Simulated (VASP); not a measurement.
ZnInGaO4, 7 atoms in the cell. It takes space group R3m (No. 160, trigonal). The conventional cell has a = 3.278 Å, b = 3.278 Å, c = 25.483 Å, α = 90.00°, β = 90.00°, γ = 120.00°. Within 2.6 Å of Zn (site symmetry 3m) lie 5 O at 1.94 to 2.48 Å. Within 2.9 Å of In (site symmetry 3m) lie 6 O at 2.16 to 2.17 Å. Within 2.5 Å of Ga (site symmetry 3m) lie 5 O at 1.89 to 1.95 Å. Within 2.6 Å of O (site symmetry 3m) lie 1 Zn at 1.94 Å and 3 In at 2.16 Å. Within 2.6 Å of O (site symmetry 3m) lie 1 Ga at 1.93 Å and 3 In at 2.17 Å. O (site symmetry 3m) has 3 Ga at 1.89 Å and 1 Zn at 2.48 Å within 2.5 Å. Within 2.6 Å of O (site symmetry 3m) lie 1 Ga at 1.95 Å and 3 Zn at 1.97 Å. 

```yaml
Program: VASP 6.6.1
Task: single point
Functional: LDA
Potentials_or_basis: VASP PAW LDA potentials, release 64 (Zn, In_d, Ga_d, O)
Cutoff: 520 eV
k_mesh: 9 × 9 × 9
Occupations: gaussian, width 0.05 eV
Spin: no spin polarisation
Dipole_correction: no
Further_INCAR_settings: ALGO = Normal; EDIFF = 1e-07; NBANDS = 40
```

Potentials or basis: VASP PAW LDA potentials, release 64 (Zn, In_d, Ga_d, O).

Run with:

```bash
$ cat potpaw_LDA.64/Zn/POTCAR potpaw_LDA.64/In_d/POTCAR potpaw_LDA.64/Ga_d/POTCAR potpaw_LDA.64/O/POTCAR > POTCAR
$ mpirun -np 1 vasp_std > vasp.out
```

Hardware: 1 thread of Intel(R) Xeon(R) Platinum 8488C (Sapphire Rapids), on a shared host.

Problem. How long does it take, and how much memory?

Solution. Run time: 39 min on 1 thread of Intel(R) Xeon(R) Platinum 8488C (Sapphire Rapids) (shared host), peak memory 0.66 GiB. Counts: scf iterations 16, k points 85.
